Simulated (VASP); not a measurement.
A run of VASP 6.6.1 is set up as follows.

INCAR

```
SYSTEM = Be3ZnO
ALGO = Normal
EDIFF = 1E-7
ENCUT = 520
GGA = PE
ISIF = 2
ISMEAR = 0
LASPH = .True.
LCHARG = .False.
LREAL = .False.
LWAVE = .False.
NBANDS = 35
NELM = 60
PREC = Accurate
SIGMA = 0.2
```

Contents of KPOINTS:

```
k-points
0
Gamma
  6 6 4
  0 0 0
```

The input POSCAR:

```
Be3ZnO
1.0
    4.6881670594      0.0000000000      0.0000000000
   -2.3440835297      4.0600717706      0.0000000000
    0.0000000000      0.0000000000      5.0769302687
Be Zn O
6 2 2
Direct
    0.8307748653      0.1692251347      0.0000000000
    0.8307748653      0.1692251347      0.5000000000
    0.8307748653      0.6615497306      0.0000000000
    0.8307748653      0.6615497306      0.5000000000
    0.3384502694      0.1692251347      0.0000000000
    0.3384502694      0.1692251347      0.5000000000
    0.3333333333      0.6666666667      0.0000000000
    0.3333333333      0.6666666667      0.5000000000
    1.0000000000      0.0000000000      0.2500000000
    1.0000000000      0.0000000000      0.7500000000
```

Potentials or basis: VASP PAW PBE potentials, release 64 (Be, Zn, O).

The run is started by

```sh
$ cat potpaw_PBE.64/Be/POTCAR potpaw_PBE.64/Zn/POTCAR potpaw_PBE.64/O/POTCAR > POTCAR
$ mpirun -np 1 vasp_std > vasp.out
```

Question: What does it give for the band gap on the k mesh?

Answer: Zero (bands 24 and 25 overlap by 0.98 eV).

Question: What does it give for the largest force?

Answer: 0.036 eV/Å.

Stress tensor (GPa, compression positive):
```
 0.31  0.00  0.00
 0.00  0.31  0.00
 0.00  0.00 -0.29
```
